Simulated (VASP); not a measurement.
# MgO: single point with PBEsol

MgO:

```xyz
4
Lattice="3.2817 0.0000 0.0000 -1.6409 2.8421 0.0000 0.0000 0.0000 5.0861" Properties=species:S:1:pos:R:3 pbc="T T T"
Mg    0.0000    1.8947    0.0186
Mg    1.6409    0.9474    2.5616
O     0.0000    1.8947    2.0392
O     1.6409    0.9474    4.5822
```

This cell differs from its parent crystal: c/a of the conventional cell at fixed volume 1.5498.

```
Program                : VASP 6.6.1
Task                   : single point
Functional             : PBEsol
Potentials or basis    : VASP PAW PBE potentials, release 64 (Mg, O)
Cutoff                 : 520 eV
k mesh                 : 9 × 9 × 6
Occupations            : gaussian, width 0.05 eV
Spin                   : no spin polarisation
Dipole correction      : no
Further INCAR settings : ALGO = Normal; EDIFF = 1e-06; NBANDS = 16
```

```yaml
Pressure: 0.0 GPa
Largest_force: 0.191 eV/Å
Band_gap_on_the_k_mesh: 3.39 eV, direct
```

Forces on the atoms (eV/Å):
```
Mg   0.000  0.000  0.191
Mg   0.000  0.000  0.191
O    0.000  0.000 -0.191
O    0.000  0.000 -0.191
```

Stress tensor (GPa, compression positive):
```
 1.24  0.00  0.00
 0.00  1.24  0.00
 0.00  0.00 -2.51
```

Levels at points of the mesh, in eV from the valence-band top:
```tsv
k point	band 4	band 5	band 6	band 7	band 8	band 9	band 10	band 11	band 12	band 13
(0.00, 0.00, 0.00)	-0.66	-0.66	-0.36	-0.36	0.00	3.39	8.45	10.07	14.24	14.24
(0.00, 0.00, 0.50)	-2.03	-0.52	-0.52	-0.52	-0.52	5.89	5.89	12.93	12.93	14.72
```

Wall time 18 s on 1 thread of Intel(R) Xeon(R) Platinum 8488C (Sapphire Rapids), on a shared host, peak memory 0.17 GiB.

Caveat: the PAW data sets were made with another functional, which shifts forces and pressure a little. A k mesh can miss the band edges.
